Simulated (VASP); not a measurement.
The system is ScAl3As4.

```
Sc Al As
1.0
     3.95794   -0.05129   -0.02161
    -2.02339    3.56480   -0.01575
    -0.07230   -0.10259   13.44095
Sc Al As
1 3 4
Direct
  0.98923 0.97217 0.07927
  0.99812 0.02348 0.30831
  0.68604 0.36066 0.57858
  0.35225 0.64896 0.80164
  0.64795 0.28538 0.23687
  0.98876 0.98539 0.51991
  0.68289 0.35916 0.74343
  0.32142 0.69814 0.99498
```

| Item | Value |
| --- | --- |
| Program | VASP 6.6.1 |
| Task | relaxation of cell and atoms |
| Functional | PBE |
| Potentials or basis | VASP PAW PBE potentials, release 64 (Sc_sv, Al, As) |
| Cutoff | 600 eV |
| k mesh | 6 × 6 × 1 |
| Occupations | gaussian, width 0.1 eV |
| Spin | no spin polarisation |

At the start: pressure 3.0 GPa; volume 23.53 Å³/atom.

Question: Where does the relaxation end?

Answer: Over 16 steps the energy falls by 185.3 meV/atom and the volume is 23.38 Å³/atom (-0.6 %); space group P1 (No. 1, to 0.1 Å) before, Cm (No. 8, to 0.1 Å).

Step by step:
```tsv
step	energy change (eV)	largest force (eV/Å)	pressure (GPa)	volume (Å³)
1	0.0000	2.9003	2.96	188.23
2	-1.0459	1.3187	-3.67	200.17
3	-1.0536	1.3809	-3.28	199.02
4	-1.3787	0.7337	-0.03	187.53
5	-1.3810	0.6664	0.34	186.53
6	-1.4410	0.2962	0.31	186.55
7	-1.4463	0.3482	0.33	186.55
8	-1.4691	0.2007	-0.22	187.96
9	-1.4712	0.2030	-0.44	188.54
10	-1.4788	0.1046	0.08	187.01
11	-1.4790	0.1159	0.16	186.75
12	-1.4813	0.0513	0.02	187.10
13	-1.4813	0.0577	0.00	187.18
14	-1.4820	0.0306	-0.04	187.25
15	-1.4820	0.0339	-0.04	187.27
16	-1.4823	0.0242	0.02	187.07
```

Final structure:
```xyz
8
Lattice="4.0164 0.0018 -0.0059 -2.0097 3.4746 0.0003 -0.0215 -0.0107 13.4014" Properties=species:S:1:pos:R:3 pbc="T T T"
Sc    1.9785    3.4710    1.1433
Al    1.9807    3.4518    4.2581
Al    1.9990    1.1710    7.5699
Al    0.0320    2.3200   10.8802
As    1.9807    1.1351    3.2016
As   -0.0111    0.0096    6.7165
As    2.0384    1.1627   10.0189
As   -0.0555    2.2980   13.3156
```

Caveat: the k points lie up to 0.47 Å⁻¹ apart in the final cell.
